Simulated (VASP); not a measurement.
# Ir: relaxation of cell and atoms with r2SCAN

Crystal: Ir.

```
Ir
1.0
     2.48152    0.00000    0.00000
     0.00000    2.48152    0.00000
     0.00000    0.00000    2.48152
Ir
1
Cartesian
  0.0000 0.0000 0.0000
```

This isn't the form of Ir at room conditions, which is fcc.

| Quantity | Value |
| --- | --- |
| Program | VASP 6.6.1 |
| Task | relaxation of cell and atoms |
| Functional | r2SCAN |
| Potentials or basis | VASP PAW PBE potentials, release 64 (Ir) |
| Cutoff | 600 eV |
| k mesh | 13 × 13 × 13 |
| Occupations | fermi-dirac, width 0.1 eV |
| Spin | no spin polarisation |
| Dipole correction | no |
| Further INCAR settings | ALGO = Normal; EDIFF = 1e-07; IBRION = 2; EDIFFG = -0.01; NSW = 80; ISIF = 3 |

```yaml
Relaxed_volume: 16.75 Å³/atom
Relaxed_cell: a = 2.558 Å, b = 2.558 Å, c = 2.558 Å, α = 90.00°, β = 90.00°, γ = 90.00°
Space_group_after_relaxing_to_0.1_Å: Pm-3m (No. 221)
Pressure_after_relaxing: 0.0 GPa
Band_gap_on_the_k_mesh: zero (an odd number of electrons rules out a gap without spin polarisation)
```

Final structure:
```cif
data_structure
_symmetry_space_group_name_H-M 'P 1'
_symmetry_Int_Tables_number 1
_cell_length_a 2.5584
_cell_length_b 2.5584
_cell_length_c 2.5584
_cell_angle_alpha 90.000
_cell_angle_beta 90.000
_cell_angle_gamma 90.000
_cell_volume 16.75
loop_
_atom_site_label
_atom_site_type_symbol
_atom_site_fract_x
_atom_site_fract_y
_atom_site_fract_z
_atom_site_occupancy
Ir1 Ir 0.00000 0.00000 0.00000 1
```

Levels at points of the mesh, in eV from the Fermi level:
```tsv
k point	band 2	band 3	band 4	band 5	band 6	band 7
(0.00, 0.00, 0.00)	-6.28	-6.28	1.38	1.38	1.38	16.49
```

Wall time 2.3 min on 1 thread of Intel(R) Xeon(R) Platinum 8175M CPU @ 2.50GHz (Skylake/Cascade Lake) (shared host), peak memory 0.14 GiB.

Caveat: the PAW data sets were made with another functional, which shifts forces and pressure a little; spin-orbit coupling is left out, which moves the levels of the heavy elements.
